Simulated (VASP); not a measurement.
Input of a VASP 6.6.1 run:

INCAR

```
ALGO = Normal
EDIFF = 1E-6
ENCUT = 520
GGA = PS
ISIF = 2
ISMEAR = 0
ISPIN = 2
LASPH = T
LCHARG = F
LDAU = T
LDAUJ = 0 0
LDAUL = 2 -1
LDAUPRINT = 1
LDAUTYPE = 2
LDAUU = 4 0
LMAXMIX = 4
LORBIT = 11
LREAL = F
LWAVE = F
MAGMOM = 1.74 -1.74 0 0
NBANDS = 28
NELM = 150
PREC = Accurate
SIGMA = 0.05
```

Contents of KPOINTS:

```
k-points
0
Gamma
  8 8 8
```

File POSCAR:

```
NiO
1.0
    0.0000000000      2.0913095100      2.0913095100
    2.0913095100      0.0000000000      2.0913095100
    4.1826190200      4.1826190200      0.0000000000
Ni O
2 2
Direct
    0.0000000000      0.0000000000      0.0000000000
    0.0000000000      0.0000000000      0.5000000000
    0.5000000000      0.5000000000      0.2500000000
    0.5000000000      0.5000000000      0.7500000000
```

Potentials or basis: VASP PAW PBE potentials, release 64 (Ni, O).

The run is started by

```sh
$ cat potpaw_PBE.64/Ni/POTCAR potpaw_PBE.64/O/POTCAR > POTCAR
$ mpirun -np 1 vasp_std > vasp.out
```

Q: Estimate the pressure.

A: -9.2 GPa.

Q: Predict the site moments.

A: Ni +1.62, -1.62; O +0.00 μB.

Q: Estimate the net moment.

A: 0.00 μB per cell.

Q: Predict the band gap on the k mesh.

A: 2.57 eV.

Eigenvalues of the final occupation matrices:
```
    site  spin  trace               eigenvalues
site 1 d     1   4.96  0.98 0.98 0.98 1.01 1.01
site 1 d     2   3.32  0.20 0.20 0.97 0.97 0.97
site 2 d     1   3.32  0.20 0.20 0.97 0.97 0.97
site 2 d     2   4.96  0.98 0.98 0.98 1.01 1.01
```

Caveat: the cell stands under tension; the PAW data sets were made with another functional, which shifts forces and pressure a little. A k mesh can miss the band edges.
